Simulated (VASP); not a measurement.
Here is a VASP 6.6.1 calculation.

The input INCAR:

```
SYSTEM = Ni2H
ALGO = Normal
EDIFF = 1E-6
ENCUT = 520
GGA = PS
ISIF = 2
ISMEAR = 0
ISPIN = 2
LASPH = .True.
LCHARG = .False.
LMAXMIX = 4
LORBIT = 11
LREAL = .False.
LWAVE = .False.
MAGMOM = 0.16 0.16 0
NBANDS = 22
NELM = 150
PREC = Accurate
SIGMA = 0.1
```

Contents of KPOINTS:

```
k-points
0
Gamma
  24 24 12
  0 0 0
```

Contents of POSCAR:

```
Ni2H
1.0
    2.5119182853      0.0000000000      0.0000000000
   -1.2559591426      2.1753850473      0.0000000000
    0.0000000000      0.0000000000      4.0800044344
Ni H
2 1
Direct
    0.3333333333      0.6666666667      0.2587229678
    0.6666666667      0.3333333333      0.7412770322
    0.0000000000      0.0000000000      0.0000000000
```

Potentials or basis: VASP PAW PBE potentials, release 64 (Ni, H).

Command:

```bash
$ cat potpaw_PBE.64/Ni/POTCAR potpaw_PBE.64/H/POTCAR > POTCAR
$ mpirun -np 1 vasp_std > vasp.out
```

(1) Estimate the site moments.

(2) Estimate the largest force.

Answers

(1) Ni +0.12; H -0.00 μB.

(2) 0.018 eV/Å.

Caveat: the cell differs from its parent crystal (strain along c alone, the other axes held: -2.0 %, then relaxed in part); the PAW data sets were made with another functional, which shifts forces and pressure a little.
